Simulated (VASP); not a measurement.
AgRh: single point with PBE

The system is AgRh.

```
CELL_PARAMETERS angstrom
2.81414 0.00000 0.00000
-1.40707 2.43712 0.00000
0.00000 0.00000 4.87188
ATOMIC_POSITIONS crystal
Ag 0.00000 0.00000 0.50000
Rh 0.66667 0.33333 0.00000
```

* Program: VASP 6.6.1
* Task: single point
* Functional: PBE
* Potentials or basis: VASP PAW PBE potentials, release 64 (Ag, Rh_pv)
* Cutoff: 520 eV
* k mesh: 11 × 11 × 6
* Occupations: fermi-dirac, width 0.05 eV
* Spin: no spin polarisation
* Dipole correction: no
* Further INCAR settings: ALGO = Fast; EDIFF = 1e-06; NBANDS = 20

```
Pressure               : -7.5 GPa
Band gap on the k mesh : zero (band 13 reaches 9.22 eV, above the bottom of band 14 at 8.00 eV)
```

Stress tensor (GPa, compression positive):
```
-7.55  0.00  0.00
 0.00 -7.55  0.00
 0.00  0.00 -7.39
```

Levels at points of the mesh, in eV from the Fermi level:
```
           k point  band 11  band 12  band 13  band 14  band 15  band 16
(0.00, 0.00, 0.00)    -1.66    -1.66     0.13     0.13     0.30     5.09
(0.00, 0.00, 0.50)    -2.28    -1.50    -1.50     0.10     0.10    11.28
```

Wall time 23 s on 1 thread of Intel(R) Xeon(R) Platinum 8488C (Sapphire Rapids) (shared host), peak memory 0.18 GiB.
